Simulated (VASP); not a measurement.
# TaC (Fm-3m) in VASP: a series of runs

The runs below take TaC through single point, with revPBE, LDA.

Program: VASP 6.6.1. These are calculated values, not measurements. Logs are shortened: lines on timing, memory, paths and dates and some standing lists are left out, and cuts for length are marked.

### 1 The cell of the first run

Symmetry: Fm-3m, No. 225, cubic system. The conventional cell has a = 4.428 Å, b = 4.428 Å, c = 4.428 Å, α = 90.00°, β = 90.00°, γ = 90.00°. Ta (site symmetry m-3m) has 6 C at 2.21 Å within 2.9 Å. C (site symmetry m-3m) has 6 Ta at 2.21 Å within 2.9 Å.

### 2 Single point, revPBE (10.86 Å³/atom)

The input, INCAR:

```
SYSTEM = TaC
ALGO = Normal
EDIFF = 1E-6
ENCUT = 600
GGA = RE
GGA_COMPAT = .FALSE.
ISIF = 2
ISMEAR = 0
LASPH = .TRUE.
LCHARG = .TRUE.
LELF = .TRUE.
LREAL = .FALSE.
LVHAR = .TRUE.
LWAVE = .FALSE.
NBANDS = 14
NELM = 120
PREC = Accurate
SIGMA = 0.05
```

The input, KPOINTS:

```
k-points
0
G
  10 10 10
  0 0 0
```

The input, POSCAR:

```
TaC
1.0
    0.0000000000      2.2142149775      2.2142149775
    2.2142149775      0.0000000000      2.2142149775
    2.2142149775      2.2142149775      0.0000000000
Ta C
1 1
Direct
    0.0000000000      0.0000000000      0.0000000000
    0.5000000000      0.5000000000      0.5000000000
```

Potentials or basis: VASP PAW PBE potentials, release 64 (Ta_pv, C).

Started as:

```sh
cat potpaw_PBE.64/Ta_pv/POTCAR potpaw_PBE.64/C/POTCAR > POTCAR
mpirun -np 1 vasp_std > vasp.out
```

OUTCAR:

```text
SYSTEM = TaC
   EDIFF = 1E-6
   ENCUT = 600
   GGA = RE
   ISIF = 2
   ISMEAR = 0
   LASPH = .TRUE.
   LREAL = .FALSE.
   NELM = 120
   PREC = Accurate

 ion  position               nearest neighbor table
   1  0.000  0.000  0.000-   2 2.21   2 2.21   2 2.21   2 2.21   2 2.21   2 2.21
   2  0.500  0.500  0.500-   1 2.21   1 2.21   1 2.21   1 2.21   1 2.21   1 2.21

  LATTYP: Found a face centered cubic cell.
 ALAT       =     4.4284299550

  Lattice vectors:

 A1 = (   0.0000000000,   2.2142149775,   2.2142149775)
 A2 = (   2.2142149775,   0.0000000000,   2.2142149775)
 A3 = (   2.2142149775,   2.2142149775,   0.0000000000)

Analysis of symmetry for initial positions (statically):
=====================================================================
 Subroutine PRICEL returns:
 Original cell was already a primitive cell.

 Routine SETGRP: Setting up the symmetry group for a
 face centered cubic supercell.

 Subroutine GETGRP returns: Found 48 space group operations
 (whereof 48 operations were pure point group operations)
 out of a pool of 48 trial point group operations.

The static configuration has the point symmetry O_h .

Analysis of symmetry for dynamics (positions and initial velocities):
=====================================================================
 Subroutine PRICEL returns:
 Original cell was already a primitive cell.

 Routine SETGRP: Setting up the symmetry group for a
 face centered cubic supercell.

 Subroutine GETGRP returns: Found 48 space group operations
 (whereof 48 operations were pure point group operations)
 out of a pool of 48 trial point group operations.

The dynamic configuration has the point symmetry O_h .

 Subroutine INISYM returns: Found 48 space group operations
 (whereof 48 operations are pure point group operations),
 and found     1 'primitive' translations

----------------------------------------------------------------------------------------

                                     Primitive cell

  volume of cell :      21.7115

  direct lattice vectors                    reciprocal lattice vectors
     0.000000000  2.214214978  2.214214978    -0.225813665  0.225813665  0.225813665
     2.214214978  0.000000000  2.214214978     0.225813665 -0.225813665  0.225813665
     2.214214978  2.214214978  0.000000000     0.225813665  0.225813665 -0.225813665

  length of vectors
     3.131372851  3.131372851  3.131372851     0.391120741  0.391120741  0.391120741

  position of ions in fractional coordinates (direct lattice)
     0.000000000  0.000000000  0.000000000
     0.500000000  0.500000000  0.500000000

  ion indices of the primitive-cell ions
   primitive index   ion index
                 1           1
                 2           2

----------------------------------------------------------------------------------------

 KPOINTS: k-points

Automatic generation of k-mesh.
 Grid dimensions read from file:
 generate k-points for:   10   10   10

 Generating k-lattice:

  Cartesian coordinates                     Fractional coordinates (reciprocal lattice)
    -0.022581367  0.022581367  0.022581367     0.100000000  0.000000000  0.000000000
     0.022581367 -0.022581367  0.022581367     0.000000000  0.100000000  0.000000000
     0.022581367  0.022581367 -0.022581367     0.000000000  0.000000000  0.100000000

  Length of vectors
     0.039112074  0.039112074  0.039112074

  Shift w.r.t. Gamma in fractional coordinates (k-lattice)
     0.000000000  0.000000000  0.000000000

 Subroutine IBZKPT returns following result:
 ===========================================

 Found     47 irreducible k-points:

 Following reciprocal coordinates:
            Coordinates               Weight
  0.000000  0.000000  0.000000      1.000000
  0.100000  0.000000  0.000000      8.000000
  0.200000  0.000000  0.000000      8.000000
  0.300000  0.000000  0.000000      8.000000
  0.400000  0.000000  0.000000      8.000000
  0.500000  0.000000  0.000000      4.000000
[... 16 lines left out ...]
  0.300000  0.300000  0.000000      6.000000
  0.400000  0.300000  0.000000     24.000000
 [... further k-points ...]
   k-points           NKPTS =     47   k-points in BZ     NKDIM =     47   number of bands    NBANDS=     14
   number of dos      NEDOS =    301   number of ions     NIONS =      2
   total plane-waves  NPLWV =  21952
   dimension x,y,z NGX =    28 NGY =   28 NGZ =   28
   dimension x,y,z NGXF=    56 NGYF=   56 NGZF=   56
   ions per type =               1   1
   NGX,Y,Z   is equivalent  to a cutoff of  14.87, 14.87, 14.87 a.u.
   NGXF,Y,Z  is equivalent  to a cutoff of  29.73, 29.73, 29.73 a.u.
 SYSTEM =  TaC
   PREC   = accura    normal or accurate (medium, high low for compatibility)
   ISTART =      0    job   : 0-new  1-cont  2-samecut
   ICHARG =      2    charge: 1-file 2-atom 10-const
   ISPIN  =      1    spin polarized calculation?
   LNONCOLLINEAR =      F non collinear calculations
   LSORBIT =      F    spin-orbit coupling
   LASPH  =      T    aspherical Exc in radial PAW
   ENCUT  =  600.0 eV  44.10 Ry    6.64 a.u.   6.25  6.25  6.25*2*pi/ulx,y,z
   NELM   =    120;   NELMIN=  2; NELMDL= -5     # of ELM steps
   EDIFF  = 0.1E-05   stopping-criterion for ELM
   LREAL  =      F    real-space projection
   EDIFFG = 0.1E-04   stopping-criterion for IOM
   NSW    =      0    number of steps for IOM
   IBRION =     -1    ionic relax: 0-MD 1-quasi-New 2-CG
   NFREE  =      0    steps in history (QN), initial steepest desc. (CG)
   ISIF   =      2    stress and relaxation
   ISYM   =      2    0-nonsym 1-usesym 2-fastsym
   POTIM  = 0.5000    time-step for ionic-motion
   TEBEG  =    0.0;   TEEND  =   0.0 temperature during run
   PSTRESS=    0.0 pullay stress
   NELECT =      15.0000    total number of electrons
   NUPDOWN=      -1.0000    fix difference up-down
   EMIN   =  10.00;   EMAX   =-10.00  energy-range for DOS
   EFERMI =   0.00;   METHOD = LEGACY
   ISMEAR =     0;   SIGMA  =   0.05  broadening in eV -4-tet -1-fermi 0-gaus
   EFERMI_NEDOS =   21; number of points for ismear=-14 and -15
   IALGO  =     38    algorithm
   IMIX   =      4    mixing-type and parameters
     AMIX     =   0.40;   BMIX     =  1.00
     AMIX_MAG =   1.60;   BMIX_MAG =  1.00
  volume/ion in A,a.u.               =      10.86        73.26
  Fermi-wavevector in a.u.,A,eV,Ry     =   1.447245  2.734897 28.497659  2.094519
  Thomas-Fermi vector in A             =   2.565222
   LORBIT       =      0    0 simple, 1 ext, 2 COOP (PROOUT), +10 PAW based schemes
   GGA     = RE    functional components
   LHFCALC =     F    Hartree Fock is set to
   AEXX    =    0.0000 exact exchange contribution
   IVDW    =     0    specifies the selected vdW correction
   LEPSILON=     F    determine dielectric tensor
   LRPA    =     F    only Hartree local field effects (RPA)
 non-spin polarized calculation
 Gauss-broadening in eV      SIGMA  =   0.05
  energy-cutoff  :      600.00
  volume of cell :       21.71
 maximum number of plane-waves:       740
 NGX is ok and might be reduce to    28
   NGX = 13   NGY = 13   NGZ = 13

 number of electron      14.9999999 magnetization

 Free energy of the ion-electron system (eV)
  ---------------------------------------------------
  ext. energy  EPLUGINS =         0.00000000
  ---------------------------------------------------
  free energy    TOTEN  =       -21.36359130 eV

  energy without entropy =      -21.36316097  energy(sigma->0) =      -21.36337614

 E-fermi :   8.5846     XC(G=0): -13.2633

 val. band max:        8.5733437785   @ k =   0.2000   0.0000   0.0000
 cond. band min:       8.7781416636   @ k =  -0.4000   0.3000   0.0000
 fundamental gap:      0.2047978851
 Fermi energy:         8.5846407814

 k-point     1 :       0.0000    0.0000    0.0000
  band No.  band energies     occupation
      1     -26.3810      2.00000
      2     -26.3810      2.00000
      3     -26.3810      2.00000
      4      -6.3325      2.00000
      5       7.2981      2.00000
      6       7.2981      2.00000
      7       7.2981      2.00000
      8       8.1589      2.00000
      9       8.1589      2.00000
     10       8.1589      2.00000
     11       9.3346      0.00000
     12       9.3346      0.00000
     13      15.4244      0.00000
     14      18.7028      0.00000

 k-point     2 :       0.1000    0.0000    0.0000
  band No.  band energies     occupation
      1     -26.4584      2.00000
      2     -26.3887      2.00000
      3     -26.3887      2.00000
      4      -6.0450      2.00000
      5       6.0715      2.00000
      6       6.5204      2.00000
      7       6.5204      2.00000
      8       7.8536      2.00000
      9       7.8536      2.00000
     10       8.8084      0.00000
     11      10.9908      0.00000
     12      10.9908      0.00000
     13      15.9547      0.00000
     14      19.4203      0.00000

 k-point     3 :       0.2000    0.0000    0.0000
  band No.  band energies     occupation
      1     -26.6559      2.00000
      2     -26.4087      2.00000
      3     -26.4087      2.00000
      4      -5.2401      2.00000
      5       4.2559      2.00000
      6       5.0788      2.00000
      7       5.0788      2.00000
      8       8.5733      1.25067
      9       8.5733      1.25067
     10       9.3918      0.00000
     11      13.3558      0.00000
     12      13.3558      0.00000
     13      17.0465      0.00000
     14      21.0809      0.00000
[... 324 lines left out ...]
 k-point    23 :       0.3000    0.3000    0.0000
  band No.  band energies     occupation
      1     -26.8417      2.00000
      2     -26.5553      2.00000
      3     -26.5553      2.00000
      4      -4.2356      2.00000
      5       2.4144      2.00000
      6       4.8875      2.00000
      7       6.2869      2.00000
      8       6.2869      2.00000
      9      10.5583      0.00000
     10      12.5348      0.00000
     11      12.5348      0.00000
     12      15.1124      0.00000
     13      20.4662      0.00000
     14      21.7377      0.00000

 k-point    24 :       0.4000    0.3000    0.0000
  band No.  band energies     occupation
      1     -26.9376      2.00000
      2     -26.6066      2.00000
      3     -26.5832      2.00000
      4      -3.9520      2.00000
      5       2.5566      2.00000
      6       4.2310      2.00000
      7       5.9088      2.00000
      8       6.7881      2.00000
      9      11.4791      0.00000
     10      12.7912      0.00000
     11      13.0130      0.00000
     12      16.0796      0.00000
     13      19.2687      0.00000
     14      20.9294      0.00000

 [... further k-points ...]

------------------------ aborting loop because EDIFF is reached ----------------------------------------

  FORCE on cell =-STRESS in cart. coord.  units (eV):
  Direction    XX          YY          ZZ          XY          YZ          ZX
  --------------------------------------------------------------------------------------
  -------------------------------------------------------------------------------------
  Total        1.9924015      1.9924015      1.9924015     -0.0000000      0.0000000      0.0000000
  in kB      147.0273346    147.0273346    147.0273346     -0.0000000      0.0000000      0.0000000
  external PRESSURE =     147.0273346 kB  Pullay stress =       0.0000000 kB

 VOLUME and BASIS-vectors are now :
 -----------------------------------------------------------------------------
  energy-cutoff  :      600.00
  volume of cell :       21.71
      direct lattice vectors                 reciprocal lattice vectors
     0.000000000  2.214214978  2.214214978    -0.225813665  0.225813665  0.225813665
     2.214214978  0.000000000  2.214214978     0.225813665 -0.225813665  0.225813665
     2.214214978  2.214214978  0.000000000     0.225813665  0.225813665 -0.225813665

 POSITION                                       TOTAL-FORCE (eV/Angst)
 -----------------------------------------------------------------------------------
      0.00000      0.00000      0.00000         0.000000      0.000000      0.000000
      2.21421      2.21421      2.21421         0.000000      0.000000     -0.000000
 -----------------------------------------------------------------------------------
    total drift:                                0.000000      0.000000      0.000000

  FREE ENERGIE OF THE ION-ELECTRON SYSTEM (eV)
  ---------------------------------------------------
  free  energy   TOTEN  =       -21.3635912968 eV

  energy  without entropy=      -21.3631609743  energy(sigma->0) =      -21.36337614
```

Run time: 34 s. Hardware: 1 thread of Intel Xeon 8259CL, shared host; peak memory 0.17 GiB.

What came out:

```
Free energy            : -21.3636 eV
Pressure               : 14.7 GPa
Band gap on the k mesh : zero (an odd number of electrons rules out a gap without spin polarisation)
```

Caveat: the cell stands under pressure; the PAW data sets were made with another functional, which shifts forces and pressure a little; spin-orbit coupling is left out, which moves the levels of the heavy elements.

### 3 Single point, LDA (10.74 Å³/atom)

This run uses another cell than the first one, of 10.74 Å³/atom.

The input, INCAR:

```
SYSTEM = TaC
PREC = Accurate ; ENCUT = 600
EDIFF = 1E-6 ; ISMEAR = 0
SIGMA = 0.05 ; LREAL = .FALSE.
LASPH = .TRUE. ; NELM = 120
ALGO = Normal ; ISIF = 2
LWAVE = .FALSE. ; LCHARG = .TRUE.
LELF = .TRUE. ; LVHAR = .TRUE.
NBANDS = 14 ; GGA_COMPAT = .FALSE.
```

The input, KPOINTS:

```
regular mesh
0
G
  10 10 10
  0 0 0
```

The input, POSCAR:

```
TaC
1.0
    0.0000000000      2.2065352446      2.2065352446
    2.2065352446      0.0000000000      2.2065352446
    2.2065352446      2.2065352446      0.0000000000
Ta C
1 1
Direct
    0.0000000000      0.0000000000      0.0000000000
    0.5000000000      0.5000000000      0.5000000000
```

Potentials or basis: VASP PAW LDA potentials, release 64 (Ta_pv, C).

Started as:

```sh
cat potpaw_LDA.64/Ta_pv/POTCAR potpaw_LDA.64/C/POTCAR > POTCAR
mpirun -np 1 vasp_std > vasp.out
```

Run time: 31 s. Hardware: 1 thread of Intel Xeon 8259CL, shared host; peak memory 0.15 GiB.

It converged, with:

* Free energy: -24.3015 eV
* Pressure: 1.8 GPa
* Band gap on the k mesh: zero (an odd number of electrons rules out a gap without spin polarisation)

Levels at points of the mesh, in eV from the Fermi level:
| k point | band 4 | band 5 | band 6 | band 7 | band 8 | band 9 | band 10 | band 11 | band 12 | band 13 |
| --- | --- | --- | --- | --- | --- | --- | --- | --- | --- | --- |
| (0.00, 0.00, 0.00) | -14.70 | -1.30 | -1.30 | -1.30 | -0.33 | -0.33 | -0.33 | 0.77 | 0.77 | 7.21 |
| (0.50, 0.00, 0.00) | -9.98 | -8.76 | -5.51 | -5.51 | 2.91 | 2.91 | 3.95 | 5.74 | 10.40 | 10.40 |
| (0.50, 0.50, 0.00) | -12.59 | -4.61 | -4.39 | -1.58 | -1.58 | 2.82 | 4.35 | 4.35 | 7.33 | 8.76 |

Caveat: spin-orbit coupling is left out, which moves the levels of the heavy elements.
